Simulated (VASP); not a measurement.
# F (Fm-3m) in VASP: further runs, part 2 of 2

VASP 6.6.1. Earlier steps stand in the parts before.

### 5 Single point, PBEsol

This run uses another cell than the first one, of 9.18 Å³/atom.

Input file INCAR:

```
SYSTEM = F
ALGO = Normal
EDIFF = 1E-6
ENCUT = 600
GGA = PS
GGA_COMPAT = .FALSE.
ISIF = 2
ISMEAR = -1
LASPH = .TRUE.
LCHARG = .FALSE.
LREAL = .FALSE.
LWAVE = .FALSE.
NBANDS = 10
NELM = 120
PREC = Accurate
SIGMA = 0.05
```

Input file KPOINTS:

```
k-points
0
G
  18 18 18
  0 0 0
```

Input file POSCAR:

```
F
1.0
    0.0000000000      1.6617383937      1.6617383937
    1.6617383937      0.0000000000      1.6617383937
    1.6617383937      1.6617383937      0.0000000000
F
1
Direct
    0.0000000000      0.0000000000      0.0000000000
```

Potentials or basis: VASP PAW PBE potentials, release 64 (F).

The run is started by

```sh
cat potpaw_PBE.64/F/POTCAR > POTCAR
mpirun -np 1 vasp_std > vasp.out
```

OUTCAR:

```text
SYSTEM = F
   EDIFF = 1E-6
   ENCUT = 600
   GGA = PS
   ISIF = 2
   ISMEAR = -1
   LASPH = .TRUE.
   LREAL = .FALSE.
   NELM = 120
   PREC = Accurate

 ion  position               nearest neighbor table
   1  0.000  0.000  0.000-

  LATTYP: Found a face centered cubic cell.
 ALAT       =     3.3234767874

  Lattice vectors:

 A1 = (   0.0000000000,   1.6617383937,   1.6617383937)
 A2 = (   1.6617383937,   0.0000000000,   1.6617383937)
 A3 = (   1.6617383937,   1.6617383937,   0.0000000000)

Analysis of symmetry for initial positions (statically):
=====================================================================
 Subroutine PRICEL returns:
 Original cell was already a primitive cell.

 Routine SETGRP: Setting up the symmetry group for a
 face centered cubic supercell.

 Subroutine GETGRP returns: Found 48 space group operations
 (whereof 48 operations were pure point group operations)
 out of a pool of 48 trial point group operations.

The static configuration has the point symmetry O_h .

Analysis of symmetry for dynamics (positions and initial velocities):
=====================================================================
 Subroutine PRICEL returns:
[... 155 lines left out ...]

 val. band max:       -2.6607083447   @ k =   0.3333   0.1111   0.0556
 cond. band min:      -2.6559548288   @ k =  -0.3333   0.2222   0.0000
 fundamental gap:      0.0047535159
 Fermi energy:        -2.6604939411

 k-point     1 :       0.0000    0.0000    0.0000
  band No.  band energies     occupation
      1     -24.8617      2.00000
      2      -2.0304      0.00001
      3      -2.0304      0.00001
      4      -2.0304      0.00001
      5      11.7374      0.00000
      6      33.5119      0.00000
      7      33.5119      0.00000
      8      33.5119      0.00000
      9      37.5043      0.00000
     10      44.4881      0.00000
[... 287 lines left out ...]
 k-point    24 :      -0.2222    0.0556    0.0000
  band No.  band energies     occupation
      1     -23.9628      2.00000
      2      -4.6150      2.00000
      3      -2.4322      0.02058
      4      -2.2025      0.00021
      5      14.5714      0.00000
      6      25.4295      0.00000
      7      31.8802      0.00000
      8      33.7250      0.00000
      9      38.6021      0.00000
     10      38.8432      0.00000

 [... further k-points ...]
[... 5 lines left out ...]
  --------------------------------------------------------------------------------------
  -------------------------------------------------------------------------------------
  Total       -0.0364475     -0.0364475     -0.0364475     -0.0000000      0.0000000     -0.0000000
  in kB       -6.3629693     -6.3629693     -6.3629693     -0.0000000      0.0000000     -0.0000000
  external PRESSURE =      -6.3629693 kB  Pullay stress =       0.0000000 kB

 VOLUME and BASIS-vectors are now :
 -----------------------------------------------------------------------------
  energy-cutoff  :      600.00
  volume of cell :        9.18
      direct lattice vectors                 reciprocal lattice vectors
     0.000000000  1.661738394  1.661738394    -0.300889720  0.300889720  0.300889720
     1.661738394  0.000000000  1.661738394     0.300889720 -0.300889720  0.300889720
     1.661738394  1.661738394  0.000000000     0.300889720  0.300889720 -0.300889720

 POSITION                                       TOTAL-FORCE (eV/Angst)
 -----------------------------------------------------------------------------------
      0.00000      0.00000      0.00000         0.000000      0.000000     -0.000000
 -----------------------------------------------------------------------------------
    total drift:                               -0.000000     -0.000000     -0.000000

  FREE ENERGIE OF THE ION-ELECTRON SYSTEM (eV)
  ---------------------------------------------------
  free  energy   TOTEN  =        -0.9341938266 eV

  energy  without entropy=       -0.9145695053  energy(sigma->0) =       -0.92438167
```

OSZICAR:

```text
N       E                     dE             d eps       ncg     rms          rms(c)
DAV:   1     0.162025755282E+02    0.16203E+02   -0.40210E+03  4116   0.687E+02
DAV:   2    -0.792461088070E+00   -0.16995E+02   -0.16620E+02  4458   0.133E+02
DAV:   3    -0.937245247465E+00   -0.14478E+00   -0.14268E+00  4534   0.103E+01
DAV:   4    -0.937364078411E+00   -0.11883E-03   -0.11883E-03  4306   0.382E-01
DAV:   5    -0.937364251182E+00   -0.17277E-06   -0.17286E-06  4448   0.133E-02    0.424E-01
DAV:   6    -0.934203425678E+00    0.31608E-02   -0.99215E-03  4316   0.753E-01    0.125E-01
DAV:   7    -0.934146366038E+00    0.57060E-04   -0.93153E-04  4412   0.238E-01    0.502E-02
DAV:   8    -0.934193967950E+00   -0.47602E-04   -0.21304E-05  4236   0.558E-02    0.215E-03
DAV:   9    -0.934193826601E+00    0.14135E-06   -0.44756E-08  3192   0.230E-03
   1 F= -.93419383E+00 E0= -.92438167E+00  d E =-.196243E-01
```

It took 9.7 s on 1 thread of AMD EPYC 9R14 (Zen 4), shared host; peak memory 0.1 GiB.

Results:

| Property | Result |
| --- | --- |
| Free energy | -0.9342 eV |
| Pressure | -0.6 GPa |
| Band gap on the k mesh | zero (an odd number of electrons rules out a gap without spin polarisation) |

Caveat: the PAW data sets were made with another functional, which shifts forces and pressure a little; an odd number of electrons without spin polarisation forces a metal; a magnetic or distorted state may lie lower.

### 6 Overview

| cell | k mesh | gap on the mesh (eV) | pressure (GPa) |
| --- | --- | --- | --- |
| a = 1.864 Å, angles 60.0°, 1 atom | 22 × 22 × 22 | none | 292.2 |
| a = 1.865 Å, angles 60.0°, 1 atom | 22 × 22 × 22 | none | 289.8 |
| a = 2.350 Å, angles 60.0°, 1 atom | 18 × 18 × 18 | none | -0.6 |

Alike in all rows: task single point; level PBEsol; potentials or basis VASP PAW PBE potentials, release 64 (F); no spin polarisation; cutoff (eV) 600; smearing fermi-dirac 0.05 eV.

Caveats: the PAW data sets were made with another functional, which shifts forces and pressure a little; an odd number of electrons without spin polarisation forces a metal; a magnetic or distorted state may lie lower; the cell stands under pressure (at least some runs).

Absolute energies hang on the potentials; compare differences alone.
